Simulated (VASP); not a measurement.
# C in VASP: single point with PBEsol+D4

Aim: the single point of C with PBEsol+D4.

Program: VASP 6.6.1. These are calculated values, not measurements. Logs are shortened: lines on timing, memory, paths and dates and some standing lists are left out, and cuts for length are marked.

## 1. The cell of the first run

The cell holds a slab with vacuum, 8 atoms: a = 5.004 Å, b = 5.004 Å, c = 21.483 Å, α = 90.00°, β = 90.00°, γ = 120.00°.

## 2. Single point, PBEsol+D4

INCAR reads:

```
PREC     = Accurate       # precision mode
ENCUT    = 520            # plane-wave cutoff, eV
EDIFF    = 1E-6           # SCF threshold, eV
ISMEAR   = 0              # smearing method
SIGMA    = 0.04           # smearing width, eV
LREAL    = F              # projectors in reciprocal space
LASPH    = T              # aspherical terms in the spheres
NELM     = 120            # most SCF steps
ALGO     = Normal         # electronic algorithm
ISIF     = 2              # what is computed and relaxed
LWAVE    = F              # write WAVECAR
LCHARG   = F              # write CHGCAR
LDIPOL   = T            
IDIPOL   = 3            
DIPOL    = 0.5 0.5 0.630
GGA      = PS             # functional
IVDW     = 13             # dispersion correction
NBANDS   = 26             # bands
GGA_COMPAT= F            
NELMDL   = -8
```

KPOINTS reads:

```
regular mesh
0
Gamma
  9 9 1
```

POSCAR reads:

```
C
1.0
   -0.0000000288      5.0040578676      0.0000000000
   -4.3336412209     -2.5020289587      0.0000000000
    0.0000000000      0.0000000000     21.4827010956
C
8
Direct
    0.8340797608      0.3347485775      0.6284792547
    0.8340021501      0.8325869059      0.6284792547
    0.3333333333      0.3333333333      0.6332520786
    0.3319180892      0.8326645166      0.6284792547
    0.0014152442      0.1674130941      0.6284792547
    0.0000000000      0.6666666667      0.6332520786
    0.4992535726      0.1673354834      0.6284792547
    0.4993311833      0.6652514225      0.6284792547
```

Potentials or basis: VASP PAW PBE potentials, release 64 (C).

Started as:

```bash
$ cat potpaw_PBE.64/C/POTCAR > POTCAR
$ mpirun -np 1 vasp_std > vasp.out
```

OUTCAR:

```text
PREC = Accurate
   ENCUT = 520
   EDIFF = 1E-6
   ISMEAR = 0
   LREAL = F
   LASPH = T
   NELM = 120
   ISIF = 2
   GGA = PS
   IVDW = 13
   NELMDL = -8

 ion  position               nearest neighbor table
   1  0.834  0.335  0.628-   6 1.44   5 1.45   7 1.45
   2  0.834  0.833  0.628-   6 1.44   8 1.45   5 1.45
   3  0.333  0.333  0.633-   5 1.44   8 1.44   7 1.44
   4  0.332  0.833  0.628-   6 1.44   7 1.45   8 1.45
   5  0.001  0.167  0.628-   3 1.44   1 1.45   2 1.45
   6  0.000  0.667  0.633-   2 1.44   1 1.44   4 1.44
   7  0.499  0.167  0.628-   3 1.44   4 1.45   1 1.45
   8  0.499  0.665  0.628-   3 1.44   2 1.45   4 1.45

  LATTYP: Found a hexagonal cell.
 ALAT       =     5.0040578676
 C/A-ratio  =     4.2930560885

  Lattice vectors:

 A1 = (  -0.0000000288,   5.0040578676,   0.0000000000)
 A2 = (  -4.3336412209,  -2.5020289587,   0.0000000000)
 A3 = (   0.0000000000,   0.0000000000,  21.4827010956)

Analysis of symmetry for initial positions (statically):
=====================================================================
 Subroutine PRICEL returns:
 Original cell was already a primitive cell.

 Routine SETGRP: Setting up the symmetry group for a
 hexagonal supercell.

 Subroutine GETGRP returns: Found  6 space group operations
 (whereof  2 operations were pure point group operations)
 out of a pool of 24 trial point group operations.

The static configuration has the point symmetry C_1h.
 The point group associated with its full space group is C_3v.

Analysis of symmetry for dynamics (positions and initial velocities):
=====================================================================
 Subroutine PRICEL returns:
 Original cell was already a primitive cell.

 Routine SETGRP: Setting up the symmetry group for a
 hexagonal supercell.

 Subroutine GETGRP returns: Found  6 space group operations
 (whereof  2 operations were pure point group operations)
 out of a pool of 24 trial point group operations.

The dynamic configuration has the point symmetry C_1h.
 The point group associated with its full space group is C_3v.

 Subroutine INISYM returns: Found  6 space group operations
 (whereof  2 operations are pure point group operations),
 and found     1 'primitive' translations

----------------------------------------------------------------------------------------

                                     Primitive cell

  volume of cell :     465.8694

  direct lattice vectors                    reciprocal lattice vectors
[... 101 lines left out ...]
   ISMEAR =     0;   SIGMA  =   0.04  broadening in eV -4-tet -1-fermi 0-gaus
   EFERMI_NEDOS =   21; number of points for ismear=-14 and -15
   IALGO  =     38    algorithm
   IMIX   =      4    mixing-type and parameters
     AMIX     =   0.40;   BMIX     =  1.00
     AMIX_MAG =   1.60;   BMIX_MAG =  1.00
  volume/ion in A,a.u.               =      58.23       392.98
  Fermi-wavevector in a.u.,A,eV,Ry     =   0.670456  1.266978  6.115967  0.449511
  Thomas-Fermi vector in A             =   1.745979
   LORBIT       =      0    0 simple, 1 ext, 2 COOP (PROOUT), +10 PAW based schemes
   GGA     = PS    functional components
   LHFCALC =     F    Hartree Fock is set to
   AEXX    =    0.0000 exact exchange contribution
   IVDW    =    13    specifies the selected vdW correction
   LEPSILON=     F    determine dielectric tensor
   LRPA    =     F    only Hartree local field effects (RPA)
 non-spin polarized calculation
 Gauss-broadening in eV      SIGMA  =   0.04
  energy-cutoff  :      520.00
  volume of cell :      465.87
 maximum number of plane-waves:     12568
 NGX is ok and might be reduce to    40
   NGX = 19   NGY = 19   NGZ = 79

 dipolmoment           0.000000      0.000000      0.000046 electrons x Angstroem

 number of electron      32.0000000 magnetization

 dipolmoment           0.000000      0.000000     -0.000035 electrons x Angstroem

 Free energy of the ion-electron system (eV)
  ---------------------------------------------------
  ext. energy  EPLUGINS =         0.00000000
  ---------------------------------------------------
  free energy    TOTEN  =       -76.82997333 eV

  energy without entropy =      -76.82885888  energy(sigma->0) =      -76.82941610

 E-fermi :  -3.0781     XC(G=0):  -2.0115

 val. band max:       -3.0781019301   @ k =   0.3333   0.3333   0.0000
 cond. band min:      -3.0781018957   @ k =   0.3333   0.3333   0.0000
 fundamental gap:      0.0000000344
 Fermi energy:        -3.0781019129

 k-point     1 :       0.0000    0.0000    0.0000
  band No.  band energies     occupation
      1     -22.1957      2.00000
      2     -17.1895      2.00000
      3     -17.0756      2.00000
      4     -17.0756      2.00000
      5     -16.0302      2.00000
      6     -16.0302      2.00000
[... 337 lines left out ...]
     25       3.8662      0.00000
     26       3.8662      0.00000

------------------------ aborting loop because EDIFF is reached ----------------------------------------

 vacuum level on the upper side and lower side of the slab       (xc-potential included)        -0.135        -0.133

  DFT-D4 for vdW energy calculation

  Edisp (eV):   -0.37627

  FORCE on cell =-STRESS in cart. coord.  units (eV):
  Direction    XX          YY          ZZ          XY          YZ          ZX
  --------------------------------------------------------------------------------------
  -------------------------------------------------------------------------------------
  Total      -9.42832    -9.42832    -0.33095     0.00000    -0.00000     0.00000
  in kB     -32.42507   -32.42507    -1.13817     0.00000    -0.00000     0.00000
  external pressure =      -22.00 kB  Pullay stress =        0.00 kB

 VOLUME and BASIS-vectors are now :
 -----------------------------------------------------------------------------
  energy-cutoff  :      520.00
  volume of cell :      465.87
      direct lattice vectors                 reciprocal lattice vectors
    -0.000000029  5.004057868  0.000000000    -0.115376419  0.199837816  0.000000000
    -4.333641221 -2.502028959  0.000000000    -0.230752835 -0.000000001  0.000000000
     0.000000000  0.000000000 21.482701096     0.000000000  0.000000000  0.046549081

 POSITION                                       TOTAL-FORCE (eV/Angst)
 -----------------------------------------------------------------------------------
     -1.45068      3.33623     13.50143         0.374604     -0.013964      0.471817
     -3.60813      2.09024     13.50143        -0.199395     -0.317434      0.471817
     -1.44455      0.83401     13.60397         0.000000     -0.000000     -1.415450
     -3.60847     -0.42241     13.50143        -0.175209      0.331398      0.471817
     -0.72551     -0.41179     13.50143         0.199395     -0.317434      0.471817
     -2.88909     -1.66802     13.60397        -0.000000     -0.000000     -1.415450
     -0.72517      2.07962     13.50143         0.175209      0.331398      0.471817
     -2.88296      0.83420     13.50143        -0.374604     -0.013964      0.471817
 -----------------------------------------------------------------------------------
    total drift:                                0.000006     -0.000031     -0.000068

  FREE ENERGIE OF THE ION-ELECTRON SYSTEM (eV)
  ---------------------------------------------------
  free  energy   TOTEN  =       -77.2062464181 eV

  energy  without entropy=      -77.2051319696  energy(sigma->0) =      -77.20568919

 vacuum level on the upper side and lower side of the slab         1.251         1.252
```

OSZICAR:

```text
N       E                     dE             d eps       ncg     rms          rms(c)
DAV:   1     0.265451920870E+03    0.26545E+03   -0.11009E+04   680   0.874E+02
DAV:   2    -0.348440683398E+02   -0.30030E+03   -0.28316E+03  1028   0.205E+02
DAV:   3    -0.796973634958E+02   -0.44853E+02   -0.44595E+02   758   0.908E+01
DAV:   4    -0.811139666329E+02   -0.14166E+01   -0.14098E+01   834   0.206E+01
[... 14 lines left out ...]
DAV:  19    -0.768298973092E+02   -0.19352E-03   -0.96567E-06   654   0.996E-03    0.171E-03
DAV:  20    -0.768299525940E+02   -0.55285E-04   -0.21876E-06   602   0.465E-03    0.762E-04
DAV:  21    -0.768299696722E+02   -0.17078E-04   -0.21428E-07   512   0.189E-03    0.255E-04
DAV:  22    -0.768299724400E+02   -0.27677E-05   -0.44081E-08   480   0.827E-04    0.178E-04
DAV:  23    -0.768299733261E+02   -0.88611E-06   -0.10953E-08   476   0.491E-04
   1 F= -.77206246E+02 E0= -.77205689E+02  d E =-.111445E-02
```

stdout:

```text
POSCAR found type information on POSCAR C
 POSCAR found :  1 types and       8 ions
 scaLAPACK will be used
 -----------------------------------------------------------------------------
|                                                                             |
|                                                                             |
|     You enforced a specific xc type in the INCAR file but a different       |
|     I HOPE YOU KNOW WHAT YOU ARE DOING!                                     |
|                                                                             |
 -----------------------------------------------------------------------------

 LDA part: xc-table for (Slater+PW92), standard interpolation
 POSCAR, INCAR and KPOINTS ok, starting setup
 FFT: planning ... GRIDC
 FFT: planning ... GRID_SOFT
 FFT: planning ... GRID
 WAVECAR not read
 entering main loop
```

Run time: 3.8 min. Hardware: 1 thread of AMD EPYC 7R43 (Zen 3), shared host; peak memory 0.57 GiB.

Results:

- Free energy: -77.2062 eV
- Largest force: 1.415 eV/Å
- Band gap on the k mesh: zero (filled and empty bands touch)
- Dispersion energy per atom: -0.047 eV

Forces on the atoms (eV/Å):
```
C    0.375 -0.014  0.472
C   -0.199 -0.317  0.472
C    0.000  0.000 -1.415
C   -0.175  0.331  0.472
C    0.199 -0.317  0.472
C    0.000  0.000 -1.415
C    0.175  0.331  0.472
C   -0.375 -0.014  0.472
```

Caveat: the PAW data sets were made with another functional, which shifts forces and pressure a little.
